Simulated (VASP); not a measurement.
A run of VASP 6.6.1:

File INCAR:

```
SYSTEM = Ga2O3
PREC = Accurate
ENCUT = 520
EDIFF = 1E-6
ISMEAR = -1
SIGMA = 0.02
LREAL = .FALSE.
LASPH = .TRUE.
NELM = 80
ALGO = Normal
ISIF = 2
LWAVE = .FALSE.
LCHARG = .TRUE.
GGA = PE
LELF = .TRUE.
LVHAR = .TRUE.
NBANDS = 55
```

Contents of KPOINTS:

```
Automatic mesh
0
G
  6 6 6
  0 0 0
```

File POSCAR:

```
Ga2O3
1.0
    2.4922617722      1.4389080051      4.3462197250
   -2.4922617722      1.4389080051      4.3462197250
    0.0000000000     -2.8778160102      4.3462197250
Ga O
4 6
Direct
    0.8566472198      0.8566472198      0.8566472198
    0.6433527802      0.6433527802      0.6433527802
    0.1433527802      0.1433527802      0.1433527802
    0.3566472198      0.3566472198      0.3566472198
    0.7500000000      0.4468176584      0.0531823416
    0.4468176584      0.0531823416      0.7500000000
    0.0531823416      0.7500000000      0.4468176584
    0.2500000000      0.5531823416      0.9468176584
    0.9468176584      0.2500000000      0.5531823416
    0.5531823416      0.9468176584      0.2500000000
```

Potentials or basis: VASP PAW PBE potentials, release 64 (Ga_d, O).

The run is started by

```console
$ cat potpaw_PBE.64/Ga_d/POTCAR potpaw_PBE.64/O/POTCAR > POTCAR
$ mpirun -np 1 vasp_std > vasp.out
```

Hardware: 1 thread of Intel(R) Xeon(R) 6975P-C (Granite Rapids) (shared host).

**Question.** Estimate the wall time of this run.

**Answer.** Run time: 82 s on 1 thread of Intel(R) Xeon(R) 6975P-C (Granite Rapids), with other jobs on the host, peak memory 0.3 GiB. Counts: scf iterations 14, k points 32.
